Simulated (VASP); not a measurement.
# BN (Qingsongite) in VASP: settings compared, part 2 of 2

VASP 6.6.1. Earlier steps stand in the parts before.

**4. Single point, PBE (biaxial xy strain -2.9%)**

File INCAR:

```
SYSTEM = BN
  ALGO = Normal
  EDIFF = 1E-6
  ENCUT = 520
  GGA = PE
  ISIF = 2
  ISMEAR = -1
  LASPH = .TRUE.
  LCHARG = .FALSE.
  LREAL = .FALSE.
  LWAVE = .FALSE.
  NBANDS = 11
  NELM = 100
  PREC = Accurate
  SIGMA = 0.02
```

File KPOINTS:

```
k-points
0
G
  12 12 12
  0 0 0
```

File POSCAR:

```
BN
1.0
    0.0000000000      1.7524846393      1.8048245513
    1.7524846393      0.0000000000      1.8048245513
    1.7524846393      1.7524846393      0.0000000000
B N
1 1
Direct
    0.0000000000      0.0000000000      0.0000000000
    0.2500000000      0.2500000000      0.2500000000
```

Launch:

```
$ cat potpaw_PBE.64/B/POTCAR potpaw_PBE.64/N/POTCAR > POTCAR
$ mpirun -np 1 vasp_std > vasp.out
```

It took 7.3 s on 1 thread of Intel Xeon 6975P-C (Granite Rapids), shared host; peak memory 0.12 GiB.

It converged, with:

```yaml
Free_energy: -17.3613 eV
Pressure: 30.7 GPa
Band_gap_on_the_k_mesh: 4.24 eV, indirect (least direct gap 8.95 eV)
```

Stress tensor (GPa, compression positive):
```
37.33  0.00  0.00
 0.00 37.33  0.00
 0.00  0.00 17.32
```

Levels at points of the mesh, in eV from the valence-band top:
| k point | band 1 | band 2 | band 3 | band 4 | band 5 | band 6 | band 7 | band 8 | band 9 |
| --- | --- | --- | --- | --- | --- | --- | --- | --- | --- |
| (0.00, 0.00, 0.00) | -21.07 | -0.32 | 0.00 | 0.00 | 8.95 | 8.95 | 9.17 | 11.29 | 25.86 |
| (0.50, 0.00, 0.00) | -16.55 | -11.39 | -2.41 | -1.92 | 10.27 | 11.13 | 11.38 | 15.81 | 24.25 |
| (0.50, 0.50, 0.00) | -15.34 | -9.74 | -5.05 | -5.05 | 4.79 | 9.96 | 18.75 | 18.75 | 21.36 |
| (0.50, 0.00, 0.50) | -14.97 | -9.30 | -5.47 | -5.46 | 4.24 | 9.25 | 18.54 | 19.04 | 21.98 |

Caveat: the cell differs from its parent crystal (biaxial xy strain -2.9%). A k mesh can miss the band edges.

**5. Single point, r2SCAN (biaxial xy strain -2.9%)**

POSCAR is that of step 4.

File INCAR.step1:

```
ALGO     = Normal         # electronic algorithm
EDIFF    = 1E-4           # SCF threshold, eV
ENCUT    = 520            # plane-wave cutoff, eV
GGA      = PE             # functional
ISMEAR   = 0              # smearing method
LASPH    = T              # aspherical terms in the spheres
LCHARG   = F              # write CHGCAR
LREAL    = F              # projectors in reciprocal space
LWAVE    = T              # write WAVECAR
NBANDS   = 11             # bands
NELM     = 80             # most SCF steps
PREC     = Accurate       # precision mode
SIGMA    = 0.01           # smearing width, eV
```

File INCAR.step2:

```
ALGO     = Normal         # electronic algorithm
EDIFF    = 1E-6           # SCF threshold, eV
ENCUT    = 520            # plane-wave cutoff, eV
ISIF     = 2              # what is computed and relaxed
ISMEAR   = 0              # smearing method
ISTART   = 1            
LASPH    = T              # aspherical terms in the spheres
LCHARG   = F              # write CHGCAR
LMIXTAU  = T            
LREAL    = F              # projectors in reciprocal space
LWAVE    = F              # write WAVECAR
METAGGA  = R2SCAN         # meta-GGA
NBANDS   = 11             # bands
NELM     = 80             # most SCF steps
PREC     = Accurate       # precision mode
SIGMA    = 0.01           # smearing width, eV
```

File KPOINTS:

```
k-points
0
Gamma
  12 12 12
```

Launch:

```
$ cat potpaw_PBE.64/B/POTCAR potpaw_PBE.64/N/POTCAR > POTCAR
$ cp INCAR.step1 INCAR
$ mpirun -np 1 vasp_std > vasp.out
$ cp INCAR.step2 INCAR
$ mpirun -np 1 vasp_std > vasp.out
```

Wall time 31 s (1 thread of Intel Xeon 6975P-C (Granite Rapids), shared host); peak memory 0.13 GiB.

It converged, with:

| Quantity | Value |
| --- | --- |
| Free energy | -19.0991 eV |
| Pressure | 27.0 GPa |
| Band gap on the k mesh | 4.76 eV, indirect (least direct gap 9.67 eV) |

Stress tensor (GPa, compression positive):
```
34.04  0.00  0.00
 0.00 34.04  0.00
 0.00  0.00 13.04
```

Levels at points of the mesh, in eV from the valence-band top:
```tsv
k point	band 1	band 2	band 3	band 4	band 5	band 6	band 7	band 8
(0.00, 0.00, 0.00)	-22.15	-0.33	0.00	0.00	9.67	9.67	9.88	12.06
(0.50, 0.00, 0.00)	-17.54	-11.80	-2.50	-1.99	10.96	11.91	12.12	16.99
(0.50, 0.50, 0.00)	-16.28	-10.16	-5.24	-5.24	5.33	10.57	20.13	20.13
(0.50, 0.00, 0.50)	-15.90	-9.71	-5.69	-5.67	4.76	9.84	19.92	20.42
```

Caveat: the cell differs from its parent crystal (biaxial xy strain -2.9%); the PAW data sets were made with another functional, which shifts forces and pressure a little.

**6. Single point, HSE06 (strain +1.9%)**

File POSCAR:

```
BN
1.0
    0.0000000000      1.8392967002      1.8392967002
    1.8392967002      0.0000000000      1.8392967002
    1.8392967002      1.8392967002      0.0000000000
B N
1 1
Direct
    0.0000000000      0.0000000000      0.0000000000
    0.2500000000      0.2500000000      0.2500000000
```

File INCAR.step1:

```
SYSTEM = BN
ALGO = Normal
EDIFF = 1E-5
ENCUT = 520
GGA = PE
ISIF = 2
ISMEAR = 0
LASPH = .TRUE.
LCHARG = .FALSE.
LREAL = .FALSE.
LWAVE = .TRUE.
NBANDS = 11
NELM = 60
PREC = Accurate
SIGMA = 0.01
```

File INCAR.step2:

```
SYSTEM = BN
ALGO = Normal
EDIFF = 1E-6
ENCUT = 520
GGA = PE
HFSCREEN = 0.2079
ISIF = 2
ISMEAR = 0
ISTART = 1
LASPH = .TRUE.
LCHARG = .FALSE.
LHFCALC = .TRUE.
LREAL = .FALSE.
LWAVE = .FALSE.
NBANDS = 11
NELM = 60
PREC = Accurate
PRECFOCK = Normal
SIGMA = 0.01
```

File KPOINTS:

```
k-points
0
G
  8 8 8
  0 0 0
```

Potentials or basis: VASP PAW PBE potentials, release 64 (B, N).

Launch:

```
$ cat potpaw_PBE.64/B/POTCAR potpaw_PBE.64/N/POTCAR > POTCAR
$ cp INCAR.step1 INCAR
$ mpirun -np 1 vasp_std > vasp.out
$ cp INCAR.step2 INCAR
$ mpirun -np 1 vasp_std > vasp.out
```

It took 5.1 min on 1 thread of Intel Xeon 6975P-C (Granite Rapids), shared host; peak memory 0.22 GiB.

Results (log left out):

* Free energy: -20.2670 eV
* Pressure: -23.9 GPa
* Band gap on the k mesh: 5.70 eV, indirect (least direct gap 10.28 eV)

Levels at points of the mesh, in eV from the valence-band top:
```csv
k point,band 2,band 3,band 4,band 5,band 6,band 7
"(0.00, 0.00, 0.00)",0.00,0.00,0.00,10.28,10.28,10.28
"(0.50, 0.00, 0.00)",-11.13,-2.00,-2.00,11.13,12.20,12.20
"(0.50, 0.50, 0.00)",-9.42,-5.05,-5.05,5.70,10.42,19.62
```

Caveat: the cell differs from its parent crystal (strain +1.9%); the PAW data sets were made with another functional, which shifts forces and pressure a little.

**7. The runs side by side**

```tsv
level	cell	k mesh	smearing	grid for exact exchange (PRECFOCK)	screening parameter	gap on the mesh (eV)	pressure (GPa)
PBE	a = 2.601 Å, angles 60.0°, 2 atoms	12 × 12 × 12	fermi-dirac 0.02 eV	-	-	4.40	-15.0
r2SCAN	a = 2.601 Å, angles 60.0°, 2 atoms	12 × 12 × 12	gaussian 0.01 eV	-	-	4.91	-19.1
PBE	a = 2.516, b = 2.516, c = 2.478 Å, angles 60.5, 60.5, 59.0°, 2 atoms	12 × 12 × 12	fermi-dirac 0.02 eV	-	-	4.24	30.7
r2SCAN	a = 2.516, b = 2.516, c = 2.478 Å, angles 60.5, 60.5, 59.0°, 2 atoms	12 × 12 × 12	gaussian 0.01 eV	-	-	4.76	27.0
HSE06	a = 2.601 Å, angles 60.0°, 2 atoms	8 × 8 × 8	gaussian 0.01 eV	Normal	0.2079 1/Å	5.70	-23.9
```

Alike in all rows: task single point; potentials or basis VASP PAW PBE potentials, release 64 (B, N); no spin polarisation; cutoff (eV) 520.

Caveats: the PAW data sets were made with another functional, which shifts forces and pressure a little (some runs).

Absolute energies hang on the potentials; compare differences alone.
